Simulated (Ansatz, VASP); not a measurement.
One calculation of W3C, two programs

File INCAR:

```
PREC     = Accurate       # precision mode
ENCUT    = 520            # plane-wave cutoff, eV
EDIFF    = 1E-6           # SCF threshold, eV
ISMEAR   = 0              # smearing method
SIGMA    = 0.1            # smearing width, eV
LREAL    = False          # projectors in reciprocal space
LASPH    = True           # aspherical terms in the spheres
NELM     = 100            # most SCF steps
ALGO     = Normal         # electronic algorithm
ISIF     = 2              # what is computed and relaxed
LWAVE    = False          # write WAVECAR
LCHARG   = False          # write CHGCAR
LDIPOL   = True         
IDIPOL   = 3            
DIPOL    = 0.5 0.5 0.367
GGA      = PE             # functional
NBANDS   = 31             # bands
```

KPOINTS

```
Automatic mesh
0
Gamma
  9 9 1
```

File POSCAR:

```
W3C
1.0
    2.8545944806      0.0000000000      0.0000000000
   -1.4272972403      2.4721513377      0.0000000000
    0.0000000000      0.0000000000     21.6971108210
W C
3 1
Direct
    0.6666666667      0.3333333333      0.1843563428
    0.3333333333      0.6666666667      0.2926027619
    0.0000000000      0.0000000000      0.4008418859
    0.6666666667     -0.6666666667      0.5911898099
```

Input for Ansatz:

```yaml
crystal:
  lattice:
    - [2.8545944806, 0.0, 0.0]
    - [-1.4272972403, 2.4721513377, 0.0]
    - [0.0, 0.0, 21.697110821]
  atoms:
    - { symbol: W, position: [0.6666666667, 0.3333333333, 0.1843563428] }
    - { symbol: W, position: [0.3333333333, 0.6666666667, 0.2926027619] }
    - { symbol: W, position: [0.0, 0.0, 0.4008418859] }
    - { symbol: C, position: [0.6666666667, -0.6666666667, 0.5911898099] }
basis:
  ecutwfc: 420
kpoints:
  mp_grid: { grid: [9, 9, 1] }
hamiltonian:
  xc: pbe
scf:
  occupations: { method: gaussian, width: 0.1 }
output:
  forces: true
  eigenvalues: true
efield:
  axis: 3
  dipole_correction: true
  ramp_width: 0.04
```

Alike in both runs: task single point; functional PBE; k mesh 9 × 9 × 1; occupations gaussian, width 0.1 eV; no spin polarisation.

```csv
,VASP,Ansatz
version,VASP 6.6.1,Ansatz 0.2.0
potentials or method,"VASP PAW PBE potentials, release 64 (W_sv, C), cutoff 520 eV","scalar-relativistic, plane waves, PAW"
valence electrons in the cell,46,46
```

Ansatz gave:

* gap on the k mesh at the Fermi level (eV): none
* rms of the force components (eV/Å): 0.098

**Question.** What did VASP give for the same quantities?

**Answer.** gap on the k mesh at the Fermi level (eV): none; rms of the force components (eV/Å): 0.104.

Atom by atom the forces differ by 0.009 eV/Å (rms over components). A gap of «none» marks a metal or a gap that the smearing closes. The functional is the same, so the differences come from potentials, cutoffs and numerics. Ansatz's warnings: vacuum density over bound.

Spin-orbit coupling is off throughout.
